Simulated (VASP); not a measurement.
# W (Pm-3m) in VASP: further runs, part 3 of 3

VASP 6.6.1.

**5. Single point, RPBE+D3(BJ)**

This run uses another cell than the first one, of 15.51 Å³/atom, 1.059 times its volume.

The input, INCAR:

```
SYSTEM = W
ALGO = Normal
EDIFF = 1E-6
ENCUT = 500
GGA = RP
GGA_COMPAT = .FALSE.
ISIF = 2
ISMEAR = -1
IVDW = 12
LASPH = .TRUE.
LCHARG = .TRUE.
LELF = .TRUE.
LREAL = .FALSE.
LVHAR = .TRUE.
LWAVE = .FALSE.
NBANDS = 13
NELM = 120
PREC = Accurate
SIGMA = 0.1
```

The input, KPOINTS:

```
k-points
0
G
  9 9 9
  0 0 0
```

The input, POSCAR:

```
W
1.0
    2.4940176736      0.0000000000      0.0000000000
    0.0000000000      2.4940176736      0.0000000000
    0.0000000000      0.0000000000      2.4940176736
W
1
Direct
    0.0000000000      0.0000000000      0.0000000000
```

Potentials or basis: VASP PAW PBE potentials, release 64 (W_sv).

On the command line:

```
> cat potpaw_PBE.64/W_sv/POTCAR > POTCAR
> mpirun -np 1 vasp_std > vasp.out
```

OUTCAR:

```text
SYSTEM = W
   EDIFF = 1E-6
   ENCUT = 500
   GGA = RP
   ISIF = 2
   ISMEAR = -1
   IVDW = 12
   LASPH = .TRUE.
   LREAL = .FALSE.
   NELM = 120
   PREC = Accurate
 IVDW          = 12

 ion  position               nearest neighbor table
   1  0.000  0.000  0.000-

  LATTYP: Found a simple cubic cell.
 ALAT       =     2.4940176736

  Lattice vectors:

 A1 = (   2.4940176736,   0.0000000000,   0.0000000000)
 A2 = (   0.0000000000,   2.4940176736,   0.0000000000)
 A3 = (   0.0000000000,   0.0000000000,   2.4940176736)

Analysis of symmetry for initial positions (statically):
=====================================================================
 Subroutine PRICEL returns:
 Original cell was already a primitive cell.

 Routine SETGRP: Setting up the symmetry group for a
 simple cubic supercell.

 Subroutine GETGRP returns: Found 48 space group operations
 (whereof 48 operations were pure point group operations)
 out of a pool of 48 trial point group operations.

The static configuration has the point symmetry O_h .

Analysis of symmetry for dynamics (positions and initial velocities):
=====================================================================
 Subroutine PRICEL returns:
 Original cell was already a primitive cell.

 Routine SETGRP: Setting up the symmetry group for a
 simple cubic supercell.

 Subroutine GETGRP returns: Found 48 space group operations
 (whereof 48 operations were pure point group operations)
 out of a pool of 48 trial point group operations.

The dynamic configuration has the point symmetry O_h .

 Subroutine INISYM returns: Found 48 space group operations
 (whereof 48 operations are pure point group operations),
 and found     1 'primitive' translations

----------------------------------------------------------------------------------------

                                     Primitive cell

  volume of cell :      15.5131

  direct lattice vectors                    reciprocal lattice vectors
     2.494017674  0.000000000  0.000000000     0.400959468  0.000000000  0.000000000
     0.000000000  2.494017674  0.000000000     0.000000000  0.400959468  0.000000000
     0.000000000  0.000000000  2.494017674     0.000000000  0.000000000  0.400959468

  length of vectors
     2.494017674  2.494017674  2.494017674     0.400959468  0.400959468  0.400959468

  position of ions in fractional coordinates (direct lattice)
     0.000000000  0.000000000  0.000000000

  ion indices of the primitive-cell ions
   primitive index   ion index
                 1           1

----------------------------------------------------------------------------------------

 KPOINTS: k-points

Automatic generation of k-mesh.
 Grid dimensions read from file:
 generate k-points for:    9    9    9

 Generating k-lattice:

  Cartesian coordinates                     Fractional coordinates (reciprocal lattice)
     0.044551052  0.000000000  0.000000000     0.111111111  0.000000000  0.000000000
     0.000000000  0.044551052  0.000000000     0.000000000  0.111111111  0.000000000
     0.000000000  0.000000000  0.044551052     0.000000000  0.000000000  0.111111111

  Length of vectors
     0.044551052  0.044551052  0.044551052

  Shift w.r.t. Gamma in fractional coordinates (k-lattice)
     0.000000000  0.000000000  0.000000000

 Subroutine IBZKPT returns following result:
 ===========================================

 Found     35 irreducible k-points:

 Following reciprocal coordinates:
            Coordinates               Weight
  0.000000  0.000000  0.000000      1.000000
  0.111111  0.000000  0.000000      6.000000
  0.222222  0.000000  0.000000      6.000000
  0.333333  0.000000  0.000000      6.000000
  0.444444  0.000000  0.000000      6.000000
  0.111111  0.111111  0.000000     12.000000
[... 16 lines left out ...]
  0.333333  0.333333  0.111111     24.000000
  0.444444  0.333333  0.111111     48.000000
 [... further k-points ...]
   k-points           NKPTS =     35   k-points in BZ     NKDIM =     35   number of bands    NBANDS=     13
   number of dos      NEDOS =    301   number of ions     NIONS =      1
   total plane-waves  NPLWV =   5832
   dimension x,y,z NGX =    18 NGY =   18 NGZ =   18
   dimension x,y,z NGXF=    36 NGYF=   36 NGZF=   36
   ions per type =               1
   NGX,Y,Z   is equivalent  to a cutoff of  12.00, 12.00, 12.00 a.u.
   NGXF,Y,Z  is equivalent  to a cutoff of  24.00, 24.00, 24.00 a.u.
 SYSTEM =  W
   PREC   = accura    normal or accurate (medium, high low for compatibility)
   ISTART =      0    job   : 0-new  1-cont  2-samecut
   ICHARG =      2    charge: 1-file 2-atom 10-const
   ISPIN  =      1    spin polarized calculation?
   LNONCOLLINEAR =      F non collinear calculations
   LSORBIT =      F    spin-orbit coupling
   LASPH  =      T    aspherical Exc in radial PAW
   ENCUT  =  500.0 eV  36.75 Ry    6.06 a.u.   4.55  4.55  4.55*2*pi/ulx,y,z
   NELM   =    120;   NELMIN=  2; NELMDL= -5     # of ELM steps
   EDIFF  = 0.1E-05   stopping-criterion for ELM
   LREAL  =      F    real-space projection
   EDIFFG = 0.1E-04   stopping-criterion for IOM
   NSW    =      0    number of steps for IOM
   IBRION =     -1    ionic relax: 0-MD 1-quasi-New 2-CG
   NFREE  =      0    steps in history (QN), initial steepest desc. (CG)
   ISIF   =      2    stress and relaxation
   ISYM   =      2    0-nonsym 1-usesym 2-fastsym
   POTIM  = 0.5000    time-step for ionic-motion
   TEBEG  =    0.0;   TEEND  =   0.0 temperature during run
   PSTRESS=    0.0 pullay stress
   NELECT =      14.0000    total number of electrons
   NUPDOWN=      -1.0000    fix difference up-down
   EMIN   =  10.00;   EMAX   =-10.00  energy-range for DOS
   EFERMI =   0.00;   METHOD = LEGACY
   ISMEAR =    -1;   SIGMA  =   0.10  broadening in eV -4-tet -1-fermi 0-gaus
   EFERMI_NEDOS =   21; number of points for ismear=-14 and -15
   IALGO  =     38    algorithm
   IMIX   =      4    mixing-type and parameters
     AMIX     =   0.40;   BMIX     =  1.00
     AMIX_MAG =   1.60;   BMIX_MAG =  1.00
  volume/ion in A,a.u.               =      15.51       104.69
  Fermi-wavevector in a.u.,A,eV,Ry     =   1.582042  2.989626 34.053431  2.502857
  Thomas-Fermi vector in A             =   2.682025
   LORBIT       =      0    0 simple, 1 ext, 2 COOP (PROOUT), +10 PAW based schemes
   GGA     = RP    functional components
   LHFCALC =     F    Hartree Fock is set to
   AEXX    =    0.0000 exact exchange contribution
   IVDW    =    12    specifies the selected vdW correction
   LEPSILON=     F    determine dielectric tensor
   LRPA    =     F    only Hartree local field effects (RPA)
 non-spin polarized calculation
  energy-cutoff  :      500.00
  volume of cell :       15.51
 maximum number of plane-waves:       405
 NGX is ok and might be reduce to    18
   NGX =  9   NGY =  9   NGZ =  9

 number of electron      14.0000006 magnetization

 Free energy of the ion-electron system (eV)
  ---------------------------------------------------
  ext. energy  EPLUGINS =         0.00000000
  ---------------------------------------------------
  free energy    TOTEN  =       -10.48887286 eV

  energy without entropy =      -10.46011856  energy(sigma->0) =      -10.47449571

 E-fermi :  11.8282     XC(G=0): -13.5612

 val. band max:       11.7927944544   @ k =   0.4444   0.3333   0.1111
 cond. band min:      12.0677639908   @ k =   0.4444   0.4444   0.1111
 fundamental gap:      0.2749695364
 Fermi energy:        11.8282412015

 k-point     1 :       0.0000    0.0000    0.0000
  band No.  band energies     occupation
      1     -62.3049      2.00000
      2     -25.6143      2.00000
      3     -25.6143      2.00000
      4     -25.6143      2.00000
      5       2.3187      2.00000
      6       6.4318      2.00000
      7       6.4318      2.00000
      8      17.6255      0.00000
      9      17.6255      0.00000
     10      17.6255      0.00000
     11      27.9115      0.00000
     12      27.9115      0.00000
     13      27.9115      0.00000
[... 353 lines left out ...]
 k-point    24 :       0.4444    0.3333    0.1111
  band No.  band energies     occupation
      1     -61.9665      2.00000
      2     -27.3756      2.00000
      3     -26.9095      2.00000
      4     -25.5298      2.00000
      5       6.0157      2.00000
      6       8.8459      2.00000
      7      11.7928      1.17540
      8      12.5270      0.00185
      9      15.1580      0.00000
     10      17.9142      0.00000
     11      23.1139      0.00000
     12      27.4689      0.00000
     13      29.8052      0.00000

 [... further k-points ...]

------------------------ aborting loop because EDIFF is reached ----------------------------------------

 Edisp (eV)   -4.73482

 E8    (eV) :    -3.4604

  FORCE on cell =-STRESS in cart. coord.  units (eV):
  Direction    XX          YY          ZZ          XY          YZ          ZX
  --------------------------------------------------------------------------------------
  -------------------------------------------------------------------------------------
  Total       0.16783     0.16783     0.16783     0.00000     0.00000    -0.00000
  in kB      17.33337    17.33337    17.33337     0.00000     0.00000    -0.00000
  external pressure =       17.33 kB  Pullay stress =        0.00 kB

 VOLUME and BASIS-vectors are now :
 -----------------------------------------------------------------------------
  energy-cutoff  :      500.00
  volume of cell :       15.51
      direct lattice vectors                 reciprocal lattice vectors
     2.494017674  0.000000000  0.000000000     0.400959468  0.000000000  0.000000000
     0.000000000  2.494017674  0.000000000     0.000000000  0.400959468  0.000000000
     0.000000000  0.000000000  2.494017674     0.000000000  0.000000000  0.400959468

 POSITION                                       TOTAL-FORCE (eV/Angst)
 -----------------------------------------------------------------------------------
      0.00000      0.00000      0.00000         0.000000      0.000000      0.000000
 -----------------------------------------------------------------------------------
    total drift:                                0.000000      0.000000      0.000000

  FREE ENERGIE OF THE ION-ELECTRON SYSTEM (eV)
  ---------------------------------------------------
  free  energy   TOTEN  =       -15.2236897807 eV

  energy  without entropy=      -15.1949354799  energy(sigma->0) =      -15.20931263
```

Run time: 2.5 s. Hardware: 1 thread of Intel Xeon 6975P-C (Granite Rapids), shared host; peak memory 0.12 GiB.

What came out:

| Item | Value |
| --- | --- |
| Free energy | -15.2237 eV |
| Pressure | 1.7 GPa |
| Band gap on the k mesh | zero (band 7 reaches 13.81 eV, above the bottom of band 8 at 11.27 eV) |
| Dispersion energy per atom | -4.735 eV |

Levels at points of the mesh, in eV from the Fermi level:
```tsv
k point	band 5	band 6	band 7	band 8	band 9	band 10
(0.00, 0.00, 0.00)	-9.51	-5.40	-5.40	5.80	5.80	5.80
```

Caveat: the PAW data sets were made with another functional, which shifts forces and pressure a little; spin-orbit coupling is left out, which moves the levels of the heavy elements; pairwise dispersion overbinds metals, which lowers pressure and volume.

**6. Overview**

| cell | gap on the mesh (eV) | pressure (GPa) |
| --- | --- | --- |
| a = 2.447 Å, 1 atom | none | 22.5 |
| a = 2.409 Å, 1 atom | none | 43.3 |
| a = 2.378 Å, 1 atom | none | 64.2 |
| a = 2.494 Å, 1 atom | none | 1.7 |

Alike in all rows: task single point; level RPBE+D3(BJ); potentials or basis VASP PAW PBE potentials, release 64 (W_sv); no spin polarisation; k mesh 9 × 9 × 9; cutoff (eV) 500; smearing fermi-dirac 0.1 eV.

Caveats: the PAW data sets were made with another functional, which shifts forces and pressure a little; spin-orbit coupling is left out, which moves the levels of the heavy elements; pairwise dispersion overbinds metals, which lowers pressure and volume.

Total energies depend on the potentials used, so only differences within one code and one set of settings carry meaning.
